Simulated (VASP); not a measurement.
# Ba (P6_3/mmc) in VASP: single point with PBE

Aim: the single point of Ba with PBE.

Program: VASP 6.6.1. These are calculated values, not measurements. Logs are shortened: lines on timing, memory, paths and dates and some standing lists are left out, and cuts for length are marked.

### Step 1. The cell of the first run

The structure is hexagonal, space group P6_3/mmc (No. 194). The conventional cell has a = 6.679 Å, b = 6.679 Å, c = 6.698 Å, α = 90.00°, β = 90.00°, γ = 120.00°. Ba (site symmetry -6m2) has 5 Ba at 3.35 to 3.86 Å within 4.4 Å. Ba (site symmetry -6m2) has 15 Ba at 3.86 to 5.11 Å within 5.2 Å.

This isn't the form of Ba at room conditions, which is bcc.

### Step 2. Single point, PBE

INCAR

```
SYSTEM = Ba
ALGO     = Fast           ! electronic algorithm
EDIFF    = 1E-7           ! SCF threshold, eV
ENCUT    = 520            ! plane-wave cutoff, eV
GGA      = PE             ! functional
ISIF     = 2              ! what is computed and relaxed
ISMEAR   = 0              ! smearing method
LASPH    = .True.         ! aspherical terms in the spheres
LCHARG   = .False.        ! write CHGCAR
LREAL    = .False.        ! projectors in reciprocal space
LWAVE    = .False.        ! write WAVECAR
NBANDS   = 28             ! bands
NELM     = 60             ! most SCF steps
PREC     = Accurate       ! precision mode
SIGMA    = 0.1            ! smearing width, eV
```

KPOINTS

```
k-points
0
Gamma
  9 9 8
  0 0 0
```

POSCAR

```
Ba
1.0
    6.6786402635      0.0000000000      0.0000000000
   -3.3393201318      5.7838721309      0.0000000000
    0.0000000000      0.0000000000      6.6981969461
Ba
4
Direct
    0.0000000000      0.0000000000      0.2500000000
    0.0000000000      0.0000000000      0.7500000000
    0.3333333333      0.6666666667      0.7500000000
    0.6666666667      0.3333333333      0.2500000000
```

Potentials or basis: VASP PAW PBE potentials, release 64 (Ba_sv).

Run with:

```sh
$ cat potpaw_PBE.64/Ba_sv/POTCAR > POTCAR
$ mpirun -np 1 vasp_std > vasp.out
```

OUTCAR:

```text
SYSTEM = Ba
   EDIFF = 1E-7
   ENCUT = 520
   GGA = PE
   ISIF = 2
   ISMEAR = 0
   LASPH = .True.
   LREAL = .False.
   NELM = 60
   PREC = Accurate

 ion  position               nearest neighbor table
   1  0.000  0.000  0.250-   2 3.35   2 3.35   4 3.86   4 3.86   4 3.86
   2  0.000  0.000  0.750-   1 3.35   1 3.35   3 3.86   3 3.86   3 3.86
   3  0.333  0.667  0.750-   2 3.86   2 3.86   2 3.86
   4  0.667  0.333  0.250-   1 3.86   1 3.86   1 3.86

  LATTYP: Found a hexagonal cell.
 ALAT       =     6.6786402635
 C/A-ratio  =     1.0029282431

  Lattice vectors:

 A1 = (   6.6786402635,   0.0000000000,   0.0000000000)
 A2 = (  -3.3393201318,   5.7838721309,   0.0000000000)
 A3 = (   0.0000000000,   0.0000000000,   6.6981969461)

Analysis of symmetry for initial positions (statically):
=====================================================================
 Subroutine PRICEL returns:
 Original cell was already a primitive cell.

 Routine SETGRP: Setting up the symmetry group for a
 hexagonal supercell.

 Subroutine GETGRP returns: Found 24 space group operations
 (whereof 12 operations were pure point group operations)
 out of a pool of 24 trial point group operations.

The static configuration has the point symmetry D_3d.
 The point group associated with its full space group is D_6h.

Analysis of symmetry for dynamics (positions and initial velocities):
=====================================================================
 Subroutine PRICEL returns:
 Original cell was already a primitive cell.

 Routine SETGRP: Setting up the symmetry group for a
 hexagonal supercell.

 Subroutine GETGRP returns: Found 24 space group operations
 (whereof 12 operations were pure point group operations)
 out of a pool of 24 trial point group operations.

The dynamic configuration has the point symmetry D_3d.
 The point group associated with its full space group is D_6h.

 Subroutine INISYM returns: Found 24 space group operations
 (whereof 12 operations are pure point group operations),
 and found     1 'primitive' translations

----------------------------------------------------------------------------------------

                                     Primitive cell

  volume of cell :     258.7406

  direct lattice vectors                    reciprocal lattice vectors
     6.678640264  0.000000000  0.000000000     0.149731077  0.086447278  0.000000000
    -3.339320132  5.783872131  0.000000000     0.000000000  0.172894555  0.000000000
     0.000000000  0.000000000  6.698196946     0.000000000  0.000000000  0.149293908

  length of vectors
     6.678640264  6.678640264  6.698196946     0.172894555  0.172894555  0.149293908

  position of ions in fractional coordinates (direct lattice)
     0.000000000  0.000000000  0.250000000
     0.000000000  0.000000000  0.750000000
     0.333333333  0.666666667  0.750000000
     0.666666667  0.333333333  0.250000000

  ion indices of the primitive-cell ions
   primitive index   ion index
                 1           1
                 2           2
                 3           3
                 4           4

----------------------------------------------------------------------------------------

 KPOINTS: k-points

Automatic generation of k-mesh.
 Grid dimensions read from file:
 generate k-points for:    9    9    8

 Generating k-lattice:

  Cartesian coordinates                     Fractional coordinates (reciprocal lattice)
     0.016636786  0.009605253  0.000000000     0.111111111  0.000000000  0.000000000
     0.000000000  0.019210506  0.000000000     0.000000000  0.111111111  0.000000000
     0.000000000  0.000000000  0.018661739     0.000000000  0.000000000  0.125000000

  Length of vectors
     0.019210506  0.019210506  0.018661739

  Shift w.r.t. Gamma in fractional coordinates (k-lattice)
     0.000000000  0.000000000  0.000000000

 Subroutine IBZKPT returns following result:
 ===========================================

 Found     60 irreducible k-points:

 Following reciprocal coordinates:
            Coordinates               Weight
  0.000000  0.000000  0.000000      1.000000
  0.111111 -0.000000  0.000000      6.000000
  0.222222  0.000000  0.000000      6.000000
  0.333333  0.000000  0.000000      6.000000
  0.444444  0.000000  0.000000      6.000000
  0.111111  0.111111  0.000000      6.000000
[... 16 lines left out ...]
  0.333333  0.222222  0.125000     24.000000
  0.333333  0.333333  0.125000      4.000000
 [... further k-points ...]
   k-points           NKPTS =     60   k-points in BZ     NKDIM =     60   number of bands    NBANDS=     28
   number of dos      NEDOS =    301   number of ions     NIONS =      4
   total plane-waves  NPLWV = 125000
   dimension x,y,z NGX =    50 NGY =   50 NGZ =   50
   dimension x,y,z NGXF=   100 NGYF=  100 NGZF=  100
   ions per type =               4
   NGX,Y,Z   is equivalent  to a cutoff of  12.45, 12.45, 12.41 a.u.
   NGXF,Y,Z  is equivalent  to a cutoff of  24.89, 24.89, 24.82 a.u.
 SYSTEM =  Ba
   PREC   = accura    normal or accurate (medium, high low for compatibility)
   ISTART =      0    job   : 0-new  1-cont  2-samecut
   ICHARG =      2    charge: 1-file 2-atom 10-const
   ISPIN  =      1    spin polarized calculation?
   LNONCOLLINEAR =      F non collinear calculations
   LSORBIT =      F    spin-orbit coupling
   LASPH  =      T    aspherical Exc in radial PAW
   ENCUT  =  520.0 eV  38.22 Ry    6.18 a.u.  12.42 12.42 12.45*2*pi/ulx,y,z
   NELM   =     60;   NELMIN=  2; NELMDL= -5     # of ELM steps
   EDIFF  = 0.1E-06   stopping-criterion for ELM
   LREAL  =      F    real-space projection
   EDIFFG = 0.1E-05   stopping-criterion for IOM
   NSW    =      0    number of steps for IOM
   IBRION =     -1    ionic relax: 0-MD 1-quasi-New 2-CG
   NFREE  =      0    steps in history (QN), initial steepest desc. (CG)
   ISIF   =      2    stress and relaxation
   ISYM   =      2    0-nonsym 1-usesym 2-fastsym
   POTIM  = 0.5000    time-step for ionic-motion
   TEBEG  =    0.0;   TEEND  =   0.0 temperature during run
   PSTRESS=    0.0 pullay stress
   NELECT =      40.0000    total number of electrons
   NUPDOWN=      -1.0000    fix difference up-down
   EMIN   =  10.00;   EMAX   =-10.00  energy-range for DOS
   EFERMI =   0.00;   METHOD = LEGACY
   ISMEAR =     0;   SIGMA  =   0.10  broadening in eV -4-tet -1-fermi 0-gaus
   EFERMI_NEDOS =   21; number of points for ismear=-14 and -15
   IALGO  =     68    algorithm
   IMIX   =      4    mixing-type and parameters
     AMIX     =   0.40;   BMIX     =  1.00
     AMIX_MAG =   1.60;   BMIX_MAG =  1.00
  volume/ion in A,a.u.               =      64.69       436.52
  Fermi-wavevector in a.u.,A,eV,Ry     =   0.878631  1.660372 10.503599  0.771993
  Thomas-Fermi vector in A             =   1.998744
   LORBIT       =      0    0 simple, 1 ext, 2 COOP (PROOUT), +10 PAW based schemes
   GGA     = PE    functional components
   LHFCALC =     F    Hartree Fock is set to
   AEXX    =    0.0000 exact exchange contribution
   IVDW    =     0    specifies the selected vdW correction
   LEPSILON=     F    determine dielectric tensor
   LRPA    =     F    only Hartree local field effects (RPA)
 non-spin polarized calculation
 RMM-DIIS sequential band-by-band and
 Gauss-broadening in eV      SIGMA  =   0.10
  energy-cutoff  :      520.00
  volume of cell :      258.74
 maximum number of plane-waves:      7021
 NGX is ok and might be reduce to    50
   NGX = 25   NGY = 25   NGZ = 25

 number of electron      39.9999997 magnetization

 Free energy of the ion-electron system (eV)
  ---------------------------------------------------
  ext. energy  EPLUGINS =         0.00000000
  ---------------------------------------------------
  free energy    TOTEN  =        -5.55228473 eV

  energy without entropy =       -5.51526186  energy(sigma->0) =       -5.53377329

 E-fermi :   1.3304     XC(G=0):  -7.2290

 val. band max:        1.3301977754   @ k =   0.3333   0.0000   0.1250
 cond. band min:       1.3348965066   @ k =   0.4444   0.0000   0.3750
 fundamental gap:      0.0046987311
 Fermi energy:         1.3304017576

 k-point     1 :       0.0000    0.0000    0.0000
  band No.  band energies     occupation
      1     -27.7801      2.00000
      2     -27.7647      2.00000
      3     -27.5245      2.00000
      4     -27.2058      2.00000
      5     -13.8522      2.00000
      6     -13.1710      2.00000
[... 20 lines left out ...]
     27       2.6131      0.00000
     28       3.1313      0.00000

 k-point     2 :       0.1111   -0.0000    0.0000
  band No.  band energies     occupation
      1     -27.7785      2.00000
      2     -27.7643      2.00000
      3     -27.5260      2.00000
      4     -27.2064      2.00000
      5     -13.8512      2.00000
      6     -13.1831      2.00000
[... 20 lines left out ...]
     27       2.7531      0.00000
     28       3.0190      0.00000

 k-point     3 :       0.2222    0.0000    0.0000
  band No.  band energies     occupation
      1     -27.7744      2.00000
      2     -27.7635      2.00000
      3     -27.5299      2.00000
      4     -27.2079      2.00000
      5     -13.8486      2.00000
      6     -13.2082      2.00000
[... 20 lines left out ...]
     27       3.1391      0.00000
     28       3.1834      0.00000

 k-point     4 :       0.3333    0.0000    0.0000
  band No.  band energies     occupation
      1     -27.7694      2.00000
      2     -27.7627      2.00000
      3     -27.5345      2.00000
      4     -27.2097      2.00000
      5     -13.8456      2.00000
      6     -13.2316      2.00000
[... 578 lines left out ...]
     27       2.5864      0.00000
     28       3.0253      0.00000

 k-point    23 :       0.3333    0.2222    0.1250
  band No.  band energies     occupation
      1     -27.7640      2.00000
      2     -27.7625      2.00000
      3     -27.5273      2.00000
      4     -27.2246      2.00000
      5     -13.7691      2.00000
      6     -13.2197      2.00000
[... 20 lines left out ...]
     27       2.7424      0.00000
     28       3.0508      0.00000

 k-point    24 :       0.3333    0.3333    0.1250
  band No.  band energies     occupation
      1     -27.7627      2.00000
      2     -27.7627      2.00000
      3     -27.5281      2.00000
      4     -27.2249      2.00000
      5     -13.7686      2.00000
      6     -13.2001      2.00000
[... 20 lines left out ...]
     27       2.7301      0.00000
     28       3.0346      0.00000

 [... further k-points ...]
[... 5 lines left out ...]
  --------------------------------------------------------------------------------------
  -------------------------------------------------------------------------------------
  Total        0.2181910      0.2181910      0.4540877     -0.0000000     -0.0000000      0.0000000
  in kB        1.3510856      1.3510856      2.8118078     -0.0000000     -0.0000000      0.0000000
  external PRESSURE =       1.8379930 kB  Pullay stress =       0.0000000 kB

 VOLUME and BASIS-vectors are now :
 -----------------------------------------------------------------------------
  energy-cutoff  :      520.00
  volume of cell :      258.74
      direct lattice vectors                 reciprocal lattice vectors
     6.678640264  0.000000000  0.000000000     0.149731077  0.086447278  0.000000000
    -3.339320132  5.783872131  0.000000000     0.000000000  0.172894555  0.000000000
     0.000000000  0.000000000  6.698196946     0.000000000  0.000000000  0.149293908

 POSITION                                       TOTAL-FORCE (eV/Angst)
 -----------------------------------------------------------------------------------
      0.00000      0.00000      1.67455         0.000000     -0.000000      0.000000
      0.00000      0.00000      5.02365         0.000000      0.000000      0.000000
     -0.00000      3.85591      5.02365        -0.000000      0.000000     -0.000000
      3.33932      1.92796      1.67455         0.000000     -0.000000     -0.000000
 -----------------------------------------------------------------------------------
    total drift:                                0.000000     -0.000000      0.000000

  FREE ENERGIE OF THE ION-ELECTRON SYSTEM (eV)
  ---------------------------------------------------
  free  energy   TOTEN  =        -5.5522847320 eV

  energy  without entropy=       -5.5152618577  energy(sigma->0) =       -5.53377329
```

It took 12 min on 1 thread of Intel Xeon Platinum 8559C (Emerald Rapids), shared host; peak memory 0.55 GiB.

What came out:

- Free energy: -5.5523 eV
- Pressure: 0.2 GPa
- Band gap on the k mesh: zero (bands 20 and 21 overlap by 0.81 eV)

Caveat: spin-orbit coupling is left out, which moves the levels of the heavy elements.
